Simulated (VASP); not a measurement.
A run of VASP 6.6.1 is set up as follows.

INCAR

```
SYSTEM = Ge
ALGO     = Normal         ! electronic algorithm
EDIFF    = 1E-6           ! SCF threshold, eV
EDIFFG   = -0.01          ! ionic threshold
ENCUT    = 600            ! plane-wave cutoff, eV
GGA      = RE             ! functional
IBRION   = 2              ! ionic algorithm
ISIF     = 3              ! what is computed and relaxed
ISMEAR   = -1             ! smearing method
IVDW     = 12             ! dispersion correction
LASPH    = .True.         ! aspherical terms in the spheres
LCHARG   = .False.        ! write CHGCAR
LREAL    = .False.        ! projectors in reciprocal space
LWAVE    = .False.        ! write WAVECAR
NELM     = 60             ! most SCF steps
NSW      = 60             ! ionic steps
PREC     = Accurate       ! precision mode
SIGMA    = 0.05           ! smearing width, eV
```

KPOINTS

```
k-points
0
Gamma
  11 11 10
  0 0 0
```

Contents of POSCAR:

```
Ge
1.0
    1.3971490000     -2.6005160000      0.0000000000
    1.3971490000      2.6005160000      0.0000000000
    0.0000000000      0.0000000000      2.6982310000
Ge
1
Direct
    0.5000000000      0.5000000000      0.0000000000
```

Potentials or basis: VASP PAW PBE potentials, release 64 (Ge_d).

Launch:

```bash
$ cat potpaw_PBE.64/Ge_d/POTCAR > POTCAR
$ mpirun -np 1 vasp_std > vasp.out
```

(1) Estimate the space group after relaxing (to 0.05 Å).

(2) Estimate the band gap on the k mesh.

(3) Estimate the relaxed cell.

Answers

(1) P6/mmm (No. 191).

(2) zero (band 7 reaches 13.96 eV, above the bottom of band 8 at 4.65 eV).

(3) a = 2.809 Å, b = 2.809 Å, c = 2.663 Å, α = 90.00°, β = 90.00°, γ = 120.06°.
